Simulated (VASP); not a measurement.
Here is a VASP 6.6.1 calculation.

File INCAR:

```
PREC = Accurate
ENCUT = 500
EDIFF = 1E-6
ISMEAR = 0
SIGMA = 0.1
LREAL = False
LASPH = True
NELM = 120
ALGO = Normal
ISIF = 2
LWAVE = False
LCHARG = False
GGA = PS
NBANDS = 14
GGA_COMPAT = False
```

File KPOINTS:

```
Automatic mesh
0
Gamma
  10 10 10
```

The input POSCAR:

```
Bi
1.0
   -1.9597463357      1.9597463357      1.9597463357
    1.9597463357     -1.9597463357      1.9597463357
    1.9597463357      1.9597463357     -1.9597463357
Bi
1
Direct
    0.0000000000      0.0000000000      0.0000000000
```

Potentials or basis: VASP PAW PBE potentials, release 64 (Bi_d).

Command:

```bash
$ cat potpaw_PBE.64/Bi_d/POTCAR > POTCAR
$ mpirun -np 1 vasp_std > vasp.out
```

Predict the pressure.

0.0 GPa.

Caveat: the PAW data sets were made with another functional, which shifts forces and pressure a little.
